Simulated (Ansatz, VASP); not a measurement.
## HfN in VASP and in Ansatz

File INCAR:

```
SYSTEM = HfN
PREC = Accurate
ENCUT = 520
EDIFF = 1E-6
ISMEAR = 0
SIGMA = 0.15
LREAL = .False.
LASPH = .True.
NELM = 60
ALGO = Normal
ISIF = 2
LWAVE = .False.
LCHARG = .True.
GGA = PS
LELF = .True.
LVHAR = .True.
NBANDS = 23
```

The input KPOINTS:

```
regular mesh
0
Gamma
  14 14 10
  0 0 0
```

POSCAR

```
HfN
1.0
    0.0000000000     -2.2508000098     -2.2508000098
    0.0000000000      2.2508000098     -2.2508000098
    4.5016000196      0.0000000000      0.0000000000
Hf N
2 2
Direct
    0.5004252991      0.4995747009      0.5000000000
   -0.0004252991      0.0004252991      0.0000000000
    0.5099298027      0.4900701973      0.0000000000
   -0.0099298027      0.0099298027      0.5000000000
```

Input for Ansatz:

```yaml
crystal:
  lattice:
    - [0.0, -2.2508000098, -2.2508000098]
    - [0.0, 2.2508000098, -2.2508000098]
    - [4.5016000196, 0.0, 0.0]
  atoms:
    - { symbol: Hf, position: [0.5004252991, 0.4995747009, 0.5] }
    - { symbol: Hf, position: [-0.0004252991, 0.0004252991, 0.0] }
    - { symbol: "N", position: [0.5099298027, 0.4900701973, 0.0] }
    - { symbol: "N", position: [-0.0099298027, 0.0099298027, 0.5] }
basis:
  ecutwfc: 520.0
kpoints:
  mp_grid: { grid: [14, 14, 10] }
hamiltonian:
  xc: pbesol
  pseudopotentials: { kind: paw, azcp: { folder: soft_1 } }
scf:
  occupations: { method: gaussian, width: 0.15 }
output:
  forces: true
  stress: true
  eigenvalues: true
```

Change from the starting cell: mode 4 frozen in at +0.000 Å and mode 11 at -0.045 Å (largest displacements).

Alike in both runs: task single point; functional PBEsol; k mesh 14 × 14 × 10; occupations gaussian, width 0.15 eV; no spin polarisation.

```csv
,VASP,Ansatz
version,VASP 6.6.1,Ansatz 0.2.0
potentials or method,"VASP PAW PBE potentials, release 64 (Hf_pv, N), cutoff 520 eV","scalar-relativistic, plane waves, PAW"
valence electrons in the cell,30,62
```

|  | VASP | Ansatz | Ansatz less VASP |
| --- | --- | --- | --- |
| gap on the k mesh at the Fermi level (eV) | none | none | - |
| pressure (GPa) | -1.9 | 0.3 | +2.15 |
| traceless stress, the component that is largest in VASP (GPa) | 0.78 | 0.78 | +0.008 |
| rms of the force components (eV/Å) | 0.276 | 0.278 | +0.0020 |

VASP's potentials were made for PBE, not for PBEsol, and Ansatz warns of the same on its side. Atom by atom the forces differ by 0.003 eV/Å (rms over components). A gap of «none» marks a metal or a gap that the smearing closes. VASP's potentials hold 30 valence electrons a cell and Ansatz's 62, so a difference there can come from the potentials and not from the codes.

Neither program's run includes spin-orbit coupling.
